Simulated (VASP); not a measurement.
Runs of VASP 6.6.1 on Ge. The structure is that of space group I4/mmm (No. 139), or close to it. The cells are those of the table. 

```csv
level,cell,k mesh,grid for exact exchange (PRECFOCK),share of exact exchange,gap on the mesh (eV),pressure (GPa)
r2SCAN0,"a = 2.985 Å, angles 113.8, 113.8, 101.1°, 1 atom",6 × 6 × 6,Normal,0.25,none,(a)
revPBE,"a = 2.984 Å, angles 115.4, 115.4, 98.2°, 1 atom",12 × 12 × 12,-,-,none,-0.1
PBE0,"a = 2.947 Å, angles 113.8, 113.8, 101.1°, 1 atom",6 × 6 × 6,Normal,0.25,none,-1.6
HF,"a = 2.947 Å, angles 113.8, 113.8, 101.1°, 1 atom",6 × 6 × 6,Normal,1,none,(b)
PBEsol-based global hybrid with 25 % exact exchange,"a = 2.947 Å, angles 113.8, 113.8, 101.1°, 1 atom",6 × 6 × 6,Normal,0.25,none,-3.8
```

Alike in all rows: task single point; potentials or basis VASP PAW PBE potentials, release 64 (Ge_d); no spin polarisation; cutoff (eV) 520; smearing fermi-dirac 0.05 eV.

Task: Estimate the missing entries.

Result: (a) -5.1; (b) 5.9.

Caveats: some runs use coarse meshes; the PAW data sets were made with another functional, which shifts forces and pressure a little.

A k mesh can miss the band edges, and the runs leave out spin-orbit coupling on Ge.

A gap of «none» marks levels without a gap at the run's occupations.
